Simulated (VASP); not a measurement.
# Bi (R-3m) in VASP: further runs

Bi is run at these levels: PBEsol; tasks: single point, relaxation of cell and atoms.

Everything below comes from runs of VASP 6.6.1. Logs are shortened: lines on timing, memory, paths and dates and some standing lists are left out, and cuts for length are marked.

**1. The cell of the first run**

It takes space group R-3m (No. 166, trigonal). The conventional cell has a = 4.525 Å, b = 4.525 Å, c = 11.653 Å, α = 90.00°, β = 90.00°, γ = 120.00°. Bi (site symmetry 3m) has 6 Bi at 3.08 to 3.45 Å within 4.1 Å.

**2. Single point, PBEsol**

Contents of INCAR:

```
PREC = Accurate
ENCUT = 520
EDIFF = 1E-7
ISMEAR = 0
SIGMA = 0.1
LREAL = False
LASPH = True
NELM = 80
ALGO = Fast
ISIF = 2
LWAVE = False
LCHARG = False
GGA = PS
NBANDS = 22
```

Contents of KPOINTS:

```
Automatic mesh
0
Gamma
  12 12 12
```

Contents of POSCAR:

```
Bi
1.0
    2.2622616810      1.3061173905      3.8842931724
   -2.2622616810      1.3061173905      3.8842931724
    0.0000000000     -2.6122347810      3.8842931724
Bi
2
Direct
    0.2366976371      0.2366976371      0.2366976371
    0.7633023629      0.7633023629      0.7633023629
```

Potentials or basis: VASP PAW PBE potentials, release 64 (Bi_d).

Started as:

```bash
cat potpaw_PBE.64/Bi_d/POTCAR > POTCAR
mpirun -np 1 vasp_std > vasp.out
```

OUTCAR:

```text
PREC = Accurate
   ENCUT = 520
   EDIFF = 1E-7
   ISMEAR = 0
   LREAL = False
   LASPH = True
   NELM = 80
   ISIF = 2
   GGA = PS

 ion  position               nearest neighbor table
   1  0.237  0.237  0.237-   2 3.08   2 3.08   2 3.08   2 3.45   2 3.45   2 3.45
   2  0.763  0.763  0.763-   1 3.08   1 3.08   1 3.08   1 3.45   1 3.45   1 3.45

  LATTYP: Found a trigonal (rhomboedric) cell.
 ALAT       =     4.6809725485
 COS(alpha) =     0.5328638405

  Lattice vectors:

 A1 = (   2.2622616810,   1.3061173905,   3.8842931724)
 A2 = (  -2.2622616810,   1.3061173905,   3.8842931724)
 A3 = (   0.0000000000,  -2.6122347810,   3.8842931724)

Analysis of symmetry for initial positions (statically):
=====================================================================
 Subroutine PRICEL returns:
 Original cell was already a primitive cell.

 Routine SETGRP: Setting up the symmetry group for a
 trigonal (rhombohedral) supercell.

 Subroutine GETGRP returns: Found 12 space group operations
 (whereof 12 operations were pure point group operations)
 out of a pool of 12 trial point group operations.

The static configuration has the point symmetry D_3d.

Analysis of symmetry for dynamics (positions and initial velocities):
=====================================================================
 Subroutine PRICEL returns:
 Original cell was already a primitive cell.

 Routine SETGRP: Setting up the symmetry group for a
 trigonal (rhombohedral) supercell.

 Subroutine GETGRP returns: Found 12 space group operations
 (whereof 12 operations were pure point group operations)
 out of a pool of 12 trial point group operations.

The dynamic configuration has the point symmetry D_3d.

 Subroutine INISYM returns: Found 12 space group operations
 (whereof 12 operations are pure point group operations),
 and found     1 'primitive' translations

----------------------------------------------------------------------------------------

                                     Primitive cell

  volume of cell :      68.8634

  direct lattice vectors                    reciprocal lattice vectors
     2.262261681  1.306117391  3.884293172     0.221017756  0.127604661  0.085815699
    -2.262261681  1.306117391  3.884293172    -0.221017756  0.127604661  0.085815699
     0.000000000 -2.612234781  3.884293172     0.000000000 -0.255209322  0.085815699

[... 78 lines left out ...]
   LNONCOLLINEAR =      F non collinear calculations
   LSORBIT =      F    spin-orbit coupling
   LASPH  =      T    aspherical Exc in radial PAW
   ENCUT  =  520.0 eV  38.22 Ry    6.18 a.u.   8.70  8.70  8.70*2*pi/ulx,y,z
   NELM   =     80;   NELMIN=  2; NELMDL= -5     # of ELM steps
   EDIFF  = 0.1E-06   stopping-criterion for ELM
   LREAL  =      F    real-space projection
   EDIFFG = 0.1E-05   stopping-criterion for IOM
   NSW    =      0    number of steps for IOM
   IBRION =     -1    ionic relax: 0-MD 1-quasi-New 2-CG
   NFREE  =      0    steps in history (QN), initial steepest desc. (CG)
   ISIF   =      2    stress and relaxation
   ISYM   =      2    0-nonsym 1-usesym 2-fastsym
   POTIM  = 0.5000    time-step for ionic-motion
   TEBEG  =    0.0;   TEEND  =   0.0 temperature during run
   PSTRESS=    0.0 pullay stress
   NELECT =      30.0000    total number of electrons
   NUPDOWN=      -1.0000    fix difference up-down
   EMIN   =  10.00;   EMAX   =-10.00  energy-range for DOS
   EFERMI =   0.00;   METHOD = LEGACY
   ISMEAR =     0;   SIGMA  =   0.10  broadening in eV -4-tet -1-fermi 0-gaus
   EFERMI_NEDOS =   21; number of points for ismear=-14 and -15
   IALGO  =     68    algorithm
   IMIX   =      4    mixing-type and parameters
     AMIX     =   0.40;   BMIX     =  1.00
     AMIX_MAG =   1.60;   BMIX_MAG =  1.00
  volume/ion in A,a.u.               =      34.43       232.36
  Fermi-wavevector in a.u.,A,eV,Ry     =   1.241040  2.345226 20.955428  1.540181
  Thomas-Fermi vector in A             =   2.375455
   LORBIT       =      0    0 simple, 1 ext, 2 COOP (PROOUT), +10 PAW based schemes
   GGA     = PS    functional components
   LHFCALC =     F    Hartree Fock is set to
   AEXX    =    0.0000 exact exchange contribution
   IVDW    =     0    specifies the selected vdW correction
   LEPSILON=     F    determine dielectric tensor
   LRPA    =     F    only Hartree local field effects (RPA)
 non-spin polarized calculation
 RMM-DIIS sequential band-by-band and
 Gauss-broadening in eV      SIGMA  =   0.10
  energy-cutoff  :      520.00
  volume of cell :       68.86
 maximum number of plane-waves:      1878
   NGX = 17   NGY = 17   NGZ = 17

 number of electron      30.0000005 magnetization

 Free energy of the ion-electron system (eV)
  ---------------------------------------------------
  ext. energy  EPLUGINS =         0.00000000
  ---------------------------------------------------
  free energy    TOTEN  =        -8.60585333 eV

  energy without entropy =       -8.60462989  energy(sigma->0) =       -8.60524161

 E-fermi :   6.3994     XC(G=0):  -9.8093

 val. band max:        6.3914806536   @ k =   0.4167   0.0833   0.0833
 cond. band min:       6.4685870488   @ k =   0.4167  -0.0000  -0.0000
 fundamental gap:      0.0771063952
 Fermi energy:         6.3994319270

 k-point     1 :       0.0000    0.0000    0.0000
  band No.  band energies     occupation
      1     -16.4692      2.00000
      2     -16.4692      2.00000
      3     -16.3116      2.00000
      4     -16.3116      2.00000
      5     -16.3009      2.00000
      6     -16.1193      2.00000
[... 589 lines left out ...]
     21      14.4034      0.00000
     22      16.5795      0.00000

 [... further k-points ...]

------------------------ aborting loop because EDIFF is reached ----------------------------------------

  FORCE on cell =-STRESS in cart. coord.  units (eV):
  Direction    XX          YY          ZZ          XY          YZ          ZX
  --------------------------------------------------------------------------------------
  -------------------------------------------------------------------------------------
  Total       -0.0281003     -0.0281003     -0.0345160      0.0000000      0.0000000      0.0000000
  in kB       -0.6537832     -0.6537832     -0.8030511      0.0000000      0.0000000      0.0000000
  external PRESSURE =      -0.7035392 kB  Pullay stress =       0.0000000 kB

 VOLUME and BASIS-vectors are now :
 -----------------------------------------------------------------------------
  energy-cutoff  :      520.00
  volume of cell :       68.86
      direct lattice vectors                 reciprocal lattice vectors
     2.262261681  1.306117391  3.884293172     0.221017756  0.127604661  0.085815699
    -2.262261681  1.306117391  3.884293172    -0.221017756  0.127604661  0.085815699
     0.000000000 -2.612234781  3.884293172     0.000000000 -0.255209322  0.085815699

 POSITION                                       TOTAL-FORCE (eV/Angst)
 -----------------------------------------------------------------------------------
      0.00000      0.00000      2.75821         0.000000     -0.000000      0.004538
      0.00000      0.00000      8.89467         0.000000      0.000000     -0.004538
 -----------------------------------------------------------------------------------
    total drift:                               -0.000000      0.000000     -0.000000

  FREE ENERGIE OF THE ION-ELECTRON SYSTEM (eV)
  ---------------------------------------------------
  free  energy   TOTEN  =        -8.6058533347 eV

  energy  without entropy=       -8.6046298885  energy(sigma->0) =       -8.60524161
```

It took 2.5 min on 1 thread of Intel Xeon 6975P-C (Granite Rapids), shared host; peak memory 0.36 GiB.

What came out:

```
Free energy            : -8.6059 eV
Pressure               : -0.1 GPa
Largest force          : 0.005 eV/Å
Band gap on the k mesh : zero (bands 15 and 16 overlap by 0.20 eV)
```

Forces on the atoms (eV/Å):
```
Bi   0.000  0.000  0.005
Bi   0.000  0.000 -0.005
```

Caveat: the PAW data sets were made with another functional, which shifts forces and pressure a little; spin-orbit coupling is left out, which moves the levels of the heavy elements.

**3. Relaxation of cell and atoms, PBEsol**

Contents of INCAR:

```
SYSTEM = Bi
PREC = Accurate
ENCUT = 600
EDIFF = 1E-6
ISMEAR = -1
SIGMA = 0.15
LREAL = .FALSE.
LASPH = .TRUE.
NELM = 80
ALGO = Fast
ISIF = 3
LWAVE = .FALSE.
LCHARG = .FALSE.
GGA = PS
IBRION = 2
NSW = 80
EDIFFG = -0.001
```

Contents of KPOINTS:

```
Automatic mesh
0
G
  12 12 12
  0 0 0
```

POSCAR is that of step 2.

Potentials or basis: VASP PAW PBE potentials, release 64 (Bi_d).

Started as:

```bash
cat potpaw_PBE.64/Bi_d/POTCAR > POTCAR
mpirun -np 1 vasp_std > vasp.out
```

OUTCAR:

```text
SYSTEM = Bi
   PREC = Accurate
   ENCUT = 600
   EDIFF = 1E-6
   ISMEAR = -1
   LREAL = .FALSE.
   LASPH = .TRUE.
   NELM = 80
   ISIF = 3
   GGA = PS
   IBRION = 2
   NSW = 80
   EDIFFG = -0.001

 ion  position               nearest neighbor table
   1  0.237  0.237  0.237-   2 3.08   2 3.08   2 3.08   2 3.45   2 3.45   2 3.45
   2  0.763  0.763  0.763-   1 3.08   1 3.08   1 3.08   1 3.45   1 3.45   1 3.45

  LATTYP: Found a trigonal (rhomboedric) cell.
 ALAT       =     4.6809725485
 COS(alpha) =     0.5328638405

  Lattice vectors:

 A1 = (   2.2622616810,   1.3061173905,   3.8842931724)
 A2 = (  -2.2622616810,   1.3061173905,   3.8842931724)
 A3 = (   0.0000000000,  -2.6122347810,   3.8842931724)

Analysis of symmetry for initial positions (statically):
=====================================================================
 Subroutine PRICEL returns:
[... 362 lines left out ...]

  energy without entropy =       -8.57719684  energy(sigma->0) =       -8.59897902

 E-fermi :   6.4809     XC(G=0):  -9.8283

 val. band max:        6.4211454189   @ k =   0.4167   0.0833   0.0833
 cond. band min:       6.5033986091   @ k =   0.4167  -0.0000  -0.0000
 fundamental gap:      0.0822531902
 Fermi energy:         6.4809450059

 k-point     1 :       0.0000    0.0000    0.0000
  band No.  band energies     occupation
      1     -16.4390      2.00000
      2     -16.4390      2.00000
      3     -16.2811      2.00000
      4     -16.2811      2.00000
      5     -16.2725      2.00000
      6     -16.0892      2.00000
[... 505 lines left out ...]
      6     -16.1784      2.00000
[... 11 lines left out ...]
     18       9.7256      0.00000
     19      13.2663      0.00000

 [... further k-points ...]

------------------------ aborting loop because EDIFF is reached ----------------------------------------

  FORCE on cell =-STRESS in cart. coord.  units (eV):
  Direction    XX          YY          ZZ          XY          YZ          ZX
  --------------------------------------------------------------------------------------
  -------------------------------------------------------------------------------------
  Total        0.0001170      0.0001170     -0.0018161      0.0000000      0.0000000      0.0000000
  in kB        0.0027314      0.0027314     -0.0423907      0.0000000      0.0000000      0.0000000
  external PRESSURE =      -0.0123093 kB  Pullay stress =       0.0000000 kB
[... 17 lines left out ...]
  FREE ENERGIE OF THE ION-ELECTRON SYSTEM (eV)
  ---------------------------------------------------
  free  energy   TOTEN  =        -8.6207611976 eV

  energy  without entropy=       -8.5771968378  energy(sigma->0) =       -8.59897902

 reached required accuracy - stopping structural energy minimisation
```

OSZICAR:

```text
N       E                     dE             d eps       ncg     rms          rms(c)
DAV:   1     0.305346098775E+03    0.30535E+03   -0.18000E+04  7182   0.209E+03
DAV:   2     0.162976608480E+02   -0.28905E+03   -0.28462E+03  7197   0.482E+02
DAV:   3    -0.773546408521E+01   -0.24033E+02   -0.23632E+02  8342   0.160E+02
[... 196 lines left out ...]
DAV:   1    -0.862076118090E+01    0.78277E-07   -0.45380E-07  3603   0.682E-03    0.269E-04
RMM:   2    -0.862076120914E+01   -0.28240E-07   -0.94683E-08  2220   0.457E-03
  31 F= -.86207612E+01 E0= -.85989796E+01  d E =0.500759E-07
       N       E                     dE             d eps       ncg     rms          rms(c)
DAV:   1    -0.862076121028E+01   -0.29377E-07   -0.19408E-07  3600   0.355E-03    0.271E-04
RMM:   2    -0.862076119765E+01    0.12632E-07   -0.34037E-08  2056   0.238E-03
  32 F= -.86207612E+01 E0= -.85989790E+01  d E =0.615719E-07
```

Run time: 25 min. Hardware: 1 thread of Intel Xeon 6975P-C (Granite Rapids), shared host; peak memory 0.43 GiB.

Results:

```yaml
Free_energy: -8.6208 eV
Relaxed_volume: 34.32 Å³/atom
Relaxed_cell: a = 4.670 Å, b = 4.670 Å, c = 4.670 Å, α = 57.96°, β = 57.96°, γ = 57.96°
Space_group_after_relaxing_to_0.1_Å: R-3m (No. 166)
Energy_gained_by_relaxing: 0.2 meV/atom
Ionic_steps: 32
Pressure_after_relaxing: 0.0 GPa
Band_gap_on_the_k_mesh: zero (bands 15 and 16 overlap by 0.22 eV)
```

Step by step:
| step | energy change (eV) | largest force (eV/Å) | pressure (GPa) | volume (Å³) |
| --- | --- | --- | --- | --- |
| 1 | 0.0000 | 0.0453 | 0.02 | 68.86 |
| 2 | -0.0002 | 0.0290 | -0.04 | 68.90 |
| 3 | -0.0002 | 0.0067 | -0.10 | 68.94 |
| 4 | -0.0004 | 0.0032 | -0.03 | 68.75 |
| 5 | -0.0004 | 0.0034 | -0.03 | 68.72 |
| 6 | -0.0004 | 0.0041 | 0.00 | 68.65 |
| 7 | -0.0004 | 0.0014 | 0.04 | 68.51 |
| 8 | -0.0004 | 0.0116 | 0.10 | 68.58 |
| 9 | -0.0004 | 0.0133 | 0.07 | 68.63 |
| 10 | -0.0004 | 0.0121 | 0.05 | 68.64 |
| 11 | -0.0004 | 0.0059 | 0.03 | 68.60 |
| 12 | -0.0004 | 0.0049 | 0.03 | 68.61 |
| 13 | -0.0004 | 0.0131 | 0.04 | 68.60 |
| 14 | -0.0004 | 0.0099 | 0.06 | 68.60 |
| 15 | -0.0004 | 0.0052 | 0.02 | 68.60 |
| 16 | -0.0004 | 0.0029 | 0.00 | 68.64 |
| 17 | -0.0004 | 0.0017 | 0.01 | 68.65 |
| 18 | -0.0004 | 0.0018 | -0.04 | 68.67 |
| 19 | -0.0004 | 0.0045 | -0.04 | 68.66 |
| 20 | -0.0004 | 0.0059 | 0.01 | 68.61 |
| 21 | -0.0004 | 0.0055 | -0.01 | 68.64 |
| 22 | -0.0004 | 0.0081 | -0.01 | 68.63 |
| 23 | -0.0004 | 0.0008 | 0.00 | 68.63 |
| 24 | -0.0004 | 0.0031 | 0.00 | 68.64 |
| 25 | -0.0004 | 0.0004 | 0.01 | 68.64 |
| 26 | -0.0004 | 0.0013 | 0.02 | 68.64 |
| 27 | -0.0004 | 0.0003 | 0.01 | 68.64 |
| 28 | -0.0004 | 0.0013 | 0.00 | 68.64 |
| 29 | -0.0004 | 0.0046 | 0.01 | 68.64 |
| 30 | -0.0004 | 0.0012 | 0.00 | 68.64 |
| 31 | -0.0004 | 0.0026 | 0.00 | 68.64 |
| 32 | -0.0004 | 0.0002 | 0.00 | 68.64 |

Final structure:
```
Bi
1.0
     2.26255    1.30628    3.87073
    -2.26255    1.30628    3.87073
     0.00000   -2.61257    3.87073
Bi
2
Direct
  0.23755 0.23755 0.23755
  0.76245 0.76245 0.76245
```

Levels at points of the mesh, in eV from the Fermi level:
```
           k point  band 11  band 12  band 13  band 14  band 15  band 16  band 17  band 18  band 19
(0.00, 0.00, 0.00)   -13.25    -7.45    -1.56    -1.29    -1.29     2.75     3.02     3.02     5.43
(0.50, 0.00, 0.00)   -11.22   -10.71    -1.16    -1.02    -0.33    -0.30     0.30     0.70     7.67
(0.50, 0.50, 0.00)   -11.34    -9.46    -4.94    -3.19    -3.04     2.39     5.02     5.33     6.96
(0.50, 0.50, 0.50)   -11.78   -10.25    -0.86    -0.55    -0.55     0.45     0.45     0.48     7.25
```

Caveat: the PAW data sets were made with another functional, which shifts forces and pressure a little; spin-orbit coupling is left out, which moves the levels of the heavy elements.

The gap in the log of VASP goes by the Fermi energy; the results here count the filled bands.